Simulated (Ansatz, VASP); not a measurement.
Sc4Te: VASP beside Ansatz

File INCAR:

```
SYSTEM = Sc4Te
PREC = Accurate
ENCUT = 520
EDIFF = 1E-7
ISMEAR = 0
SIGMA = 0.1
LREAL = .FALSE.
LASPH = .TRUE.
NELM = 150
ALGO = Fast
ISIF = 2
LWAVE = .FALSE.
LCHARG = .FALSE.
ISPIN = 2
MAGMOM = 1 1 1 1 0
LORBIT = 11
LMAXMIX = 4
GGA = PE
NBANDS = 37
```

KPOINTS

```
Automatic mesh
0
G
  3 3 4
  0 0 0
```

File POSCAR:

```
Sc4Te
1.0
    5.9792639723      0.0000000000      0.0000000000
   -2.9896319862      5.1781944959      0.0000000000
    0.0000000000      0.0000000000      5.3694981730
Sc Te
4 1
Direct
    0.0000000000      0.0000000000      0.5000000000
    0.5000000000      0.0000000000      0.0000000000
    0.0000000000      0.5000000000      0.0000000000
    0.5000000000      0.5000000000      0.0000000000
    0.0000000000      0.0000000000      0.0000000000
```

Input for Ansatz:

```yaml
crystal:
  lattice:
    - [5.9792639723, 0.0, 0.0]
    - [-2.9896319862, 5.1781944959, 0.0]
    - [0.0, 0.0, 5.369498173]
  atoms:
    - { symbol: Sc, position: [0.0, 0.0, 0.5], spin: 1.0 }
    - { symbol: Sc, position: [0.5, 0.0, 0.0], spin: 1.0 }
    - { symbol: Sc, position: [0.0, 0.5, 0.0], spin: 1.0 }
    - { symbol: Sc, position: [0.5, 0.5, 0.0], spin: 1.0 }
    - { symbol: Te, position: [0.0, 0.0, 0.0] }
basis:
  ecutwfc: 420
kpoints:
  mp_grid: { grid: [3, 3, 4] }
hamiltonian:
  xc: pbe
scf:
  occupations: { method: gaussian, width: 0.1 }
  lower_state_search: "off"
output:
  forces: true
  stress: true
  eigenvalues: true
  populations: true
magnetization:
  spin_polarized: true
```

Alike in both runs: task single point; functional PBE; k mesh 3 × 3 × 4; occupations gaussian, width 0.1 eV; collinear spin.

```csv
,VASP,Ansatz
version,VASP 6.6.1,Ansatz 0.2.0
potentials or method,"VASP PAW PBE potentials, release 64 (Sc_sv, Te), cutoff 520 eV","scalar-relativistic, plane waves, PAW"
valence electrons in the cell,50,60
```

Ansatz gave:

* gap on the k mesh at the Fermi level (eV): none
* pressure (GPa): 0.6
* traceless stress, the component that is largest in VASP (GPa): -1.47
* net moment per atom (μB): 0.72
* size of the moment on the site where the two differ most (μB): 0.41

What did VASP give for the same quantities?

gap on the k mesh at the Fermi level (eV): none; pressure (GPa): 0.7; traceless stress, the component that is largest in VASP (GPa): -1.48; net moment per atom (μB): 0.72; size of the moment on the site where the two differ most (μB): 0.48.

Site moments also hang on the region over which each program counts them. A gap of «none» marks a metal or a gap that the smearing closes. The functional is the same, so the differences come from potentials, cutoffs and numerics. VASP's potentials hold 50 valence electrons a cell and Ansatz's 60, so a difference there can come from the potentials and not from the codes.

The k mesh is coarse, so the values compare programs but aren't converged. Spin-orbit coupling is off throughout.
